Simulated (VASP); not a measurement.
A run of VASP 6.6.1 is set up as follows.

The input INCAR:

```
PREC = Accurate ; ENCUT = 400
EDIFF = 1E-6 ; ISMEAR = 0
SIGMA = 0.05 ; LREAL = False
LASPH = True ; NELM = 120
ALGO = Normal ; ISIF = 2
LWAVE = False ; LCHARG = False
LDIPOL = True ; IDIPOL = 3
DIPOL = 0.5 0.5 0.502 ; GGA = PE
NBANDS = 39 ; GGA_COMPAT = False
NELMDL = -8
```

The input KPOINTS:

```
regular mesh
0
Gamma
  19 19 1
```

Contents of POSCAR:

```
TlCl
1.0
    3.8340000000      0.0000000000      0.0000000000
    0.0000000000      3.8340000000      0.0000000000
    0.0000000000      0.0000000000     26.5850002241
Cl Tl
3 3
Direct
    0.5000000000      0.5000000000      0.3197291679
    0.5000000000      0.5000000000      0.4639458294
    0.5000000000      0.5000000000      0.6342577048
    0.0000000000      0.0000000000      0.3918374987
    0.0000000000      0.0000000000      0.5192365859
    0.0000000000      0.0000000000      0.6850471847
```

Potentials or basis: VASP PAW PBE potentials, release 64 (Cl, Tl_d).

Command:

```sh
$ cat potpaw_PBE.64/Cl/POTCAR potpaw_PBE.64/Tl_d/POTCAR > POTCAR
$ mpirun -np 1 vasp_std > vasp.out
```

(1) Estimate the largest force.

(2) Predict the band gap on the k mesh.

## Answers

(1) 1.769 eV/Å.

(2) zero (bands 30 and 31 overlap by 0.19 eV).

Caveat: spin-orbit coupling is left out, which moves the levels of the heavy elements.
